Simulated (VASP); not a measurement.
Wanted: the native input for a VASP 6.6.1 run.

```
Task                   : single point
Functional             : PBE
Potentials or basis    : VASP PAW PBE potentials, release 64 (Ba_sv, S)
Cutoff                 : 520 eV
k mesh                 : 7 × 7 × 7
Occupations            : fermi-dirac, width 0.05 eV
Spin                   : no spin polarisation
Dipole correction      : no
Further INCAR settings : ALGO = Normal; EDIFF = 1e-07; NBANDS = 15
```

The structure of BaS lies in POSCAR:

```
BaS
1.0
    0.0000000000      3.2563884516      3.2563884516
    3.2563884516      0.0000000000      3.2563884516
    3.2563884516      3.2563884516      0.0000000000
Ba S
1 1
Direct
    0.0000000000      0.0000000000      0.0000000000
    0.5000000000      0.5000000000      0.5000000000
```

This cell differs from its parent crystal: volume scaled by 1.06.

The input as run:

INCAR

```
  ALGO = Normal
  EDIFF = 1E-7
  ENCUT = 520
  GGA = PE
  ISIF = 2
  ISMEAR = -1
  LASPH = True
  LCHARG = False
  LREAL = False
  LWAVE = False
  NBANDS = 15
  NELM = 100
  PREC = Accurate
  SIGMA = 0.05
```

KPOINTS

```
k-points
0
Gamma
  7 7 7
```

Potentials or basis: VASP PAW PBE potentials, release 64 (Ba_sv, S).

The run is started by

```bash
$ cat potpaw_PBE.64/Ba_sv/POTCAR potpaw_PBE.64/S/POTCAR > POTCAR
$ mpirun -np 1 vasp_std > vasp.out
```

It gave:

* Pressure: -1.0 GPa
* Band gap on the k mesh: 2.25 eV, indirect (least direct gap 2.42 eV)

Caveat: spin-orbit coupling is left out, which moves the levels of the heavy elements.

Wall time 45 s on 1 thread of Intel Xeon 8259CL, on a shared host, peak memory 0.21 GiB.
